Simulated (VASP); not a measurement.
Input of a VASP 6.6.1 run:

INCAR

```
SYSTEM = Cr
PREC = Accurate
ENCUT = 600
EDIFF = 1E-7
ISMEAR = 0
SIGMA = 0.1
LREAL = .False.
LASPH = .True.
NELM = 60
ALGO = Normal
ISIF = 3
LWAVE = .False.
LCHARG = .False.
GGA = PE
IBRION = 2
NSW = 90
EDIFFG = -0.04
```

The input KPOINTS:

```
Automatic mesh
0
Gamma
  4 4 4
  0 0 0
```

The input POSCAR:

```
Cr
1.0
    3.9324309181      0.0000000000      0.0000000000
    0.0000000000      3.9324309181      0.0000000000
    0.0000000000      0.0000000000      3.9324309181
Cr
4
Direct
    0.0300000000      0.0300000000      0.0300000000
    0.4700000000      0.9700000000      0.5300000000
    0.5300000000      0.4700000000      0.9700000000
    0.9700000000      0.5300000000      0.4700000000
```

Potentials or basis: VASP PAW PBE potentials, release 64 (Cr_pv).

Run with:

```sh
$ cat potpaw_PBE.64/Cr_pv/POTCAR > POTCAR
$ mpirun -np 1 vasp_std > vasp.out
```

Q: Predict the relaxed cell.

A: a = 3.624 Å, b = 3.624 Å, c = 3.624 Å, α = 90.00°, β = 90.00°, γ = 90.00°.

Q: Predict the relaxed volume.

A: 11.90 Å³/atom.

Q: Estimate the space group after relaxing (to 0.05 Å).

A: Fm-3m (No. 225).

Forces on the atoms (eV/Å):
```
Cr  -0.001 -0.001 -0.001
Cr   0.001  0.001 -0.001
Cr  -0.001  0.001  0.001
Cr   0.001 -0.001  0.001
```

Caveat: the k points lie up to 0.43 Å⁻¹ apart in the final cell; the volume moved by over 15 % at a fixed basis, so the end points are rough; the bands computed are all filled at some k points, so no gap is given; the run has no spin polarisation, though such a crystal can be magnetic. Spin polarisation is off, so any magnetic state and its effect on volume and gap are missing.
